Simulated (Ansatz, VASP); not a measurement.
# One calculation of Hf, two programs

```
Hf
1.0
     0.00000    2.04750    2.04750
     2.04750    0.00000    2.04750
     2.04750    2.04750    0.00000
Hf
1
Direct
  0.00000 0.00000 0.00000
```

Change from the starting cell: volume scaled by 0.76, LAPW.

Alike in both runs: task single point; functional PBE; k mesh 16 × 16 × 16; occupations fermi-dirac, width 0.1 eV; no spin polarisation.

|  | VASP | Ansatz |
| --- | --- | --- |
| version | VASP 6.6.1 | Ansatz 0.2.0 |
| potentials or method | VASP PAW PBE potentials, release 64 (Hf_pv), cutoff 520 eV | all-electron LAPW, scalar-relativistic |

```csv
,VASP,Ansatz,Ansatz less VASP
pressure (GPa),43.2,44.0,+0.72
```

Both programs put the cell under a high pressure, so it lies far from rest at this level. Ansatz ran all-electron here, and VASP with PAW potentials.

Spin-orbit coupling is off throughout.
